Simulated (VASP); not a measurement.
Input of a VASP 6.6.1 run:

The input INCAR:

```
SYSTEM = Ge
PREC     = Accurate       ! precision mode
ENCUT    = 520            ! plane-wave cutoff, eV
EDIFF    = 1E-7           ! SCF threshold, eV
ISMEAR   = -1             ! smearing method
SIGMA    = 0.1            ! smearing width, eV
LREAL    = .False.        ! projectors in reciprocal space
LASPH    = .True.         ! aspherical terms in the spheres
NELM     = 80             ! most SCF steps
ALGO     = Normal         ! electronic algorithm
ISIF     = 2              ! what is computed and relaxed
LWAVE    = .False.        ! write WAVECAR
LCHARG   = .True.         ! write CHGCAR
GGA      = PS             ! functional
LELF     = .True.         ! ELF
LVHAR    = .True.       
NBANDS   = 13             ! bands
```

The input KPOINTS:

```
Automatic mesh
0
Gamma
  13 13 13
  0 0 0
```

The input POSCAR:

```
Ge
1.0
   -1.6607796409      1.6607796409      1.6607796409
    1.6607796409     -1.6607796409      1.6607796409
    1.6607796409      1.6607796409     -1.6607796409
Ge
1
Direct
    0.0000000000      0.0000000000      0.0000000000
```

Potentials or basis: VASP PAW PBE potentials, release 64 (Ge_d).

The run is started by

```console
$ cat potpaw_PBE.64/Ge_d/POTCAR > POTCAR
$ mpirun -np 1 vasp_std > vasp.out
```

Task: What does it give for the pressure?

Result: 0.1 GPa.

Task: What does it give for the band gap on the k mesh?

Result: Zero (band 7 reaches 16.42 eV, above the bottom of band 8 at 3.95 eV).

Caveat: the PAW data sets were made with another functional, which shifts forces and pressure a little.
